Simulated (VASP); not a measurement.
Wanted: the native input for a VASP 6.6.1 run.

| Quantity | Value |
| --- | --- |
| Task | relaxation of cell and atoms |
| Functional | PBE |
| Potentials or basis | VASP PAW PBE potentials, release 64 (Mg, As) |
| Cutoff | 600 eV |
| k mesh | 6 × 6 × 6 |
| Occupations | gaussian, width 0.1 eV |
| Spin | no spin polarisation |
| Dipole correction | no |
| Further INCAR settings | ALGO = Fast; EDIFF = 1e-06; IBRION = 2; EDIFFG = -0.04; NSW = 90; ISIF = 3 |

The structure of Mg2As lies in POSCAR:

```
Mg2As
1.0
    4.8042840973      0.0000000000      0.0000000000
   -2.4021420487      4.1606320753      0.0000000000
    0.0000000000      0.0000000000      3.1418623277
Mg As
2 1
Direct
    0.3333333333      0.6666666667      0.5000000000
    0.6666666667      0.3333333333      0.5000000000
    0.0000000000      0.0000000000      0.0000000000
```

One way to write it, as run:

INCAR

```
SYSTEM = Mg2As
PREC = Accurate
ENCUT = 600
EDIFF = 1E-6
ISMEAR = 0
SIGMA = 0.1
LREAL = .FALSE.
LASPH = .TRUE.
NELM = 60
ALGO = Fast
ISIF = 3
LWAVE = .FALSE.
LCHARG = .FALSE.
GGA = PE
IBRION = 2
NSW = 90
EDIFFG = -0.04
```

KPOINTS

```
regular mesh
0
G
  6 6 6
  0 0 0
```

Potentials or basis: VASP PAW PBE potentials, release 64 (Mg, As).

The run is started by

```console
$ cat potpaw_PBE.64/Mg/POTCAR potpaw_PBE.64/As/POTCAR > POTCAR
$ mpirun -np 1 vasp_std > vasp.out
```

Results of the run:

```yaml
Relaxed_volume: 20.97 Å³/atom
Relaxed_cell: a = 5.035 Å, b = 5.035 Å, c = 2.865 Å, α = 90.00°, β = 90.00°, γ = 120.00°
Space_group_after_relaxing_to_0.1_Å: P6/mmm (No. 191)
Energy_gained_by_relaxing: 42.2 meV/atom
Ionic_steps: 14
Pressure_after_relaxing: 0.0 GPa
Band_gap_on_the_k_mesh: zero (an odd number of electrons rules out a gap without spin polarisation)
```

It took 80 s on 1 thread of Intel(R) Xeon(R) 6975P-C (Granite Rapids), on a shared host, peak memory 0.21 GiB.
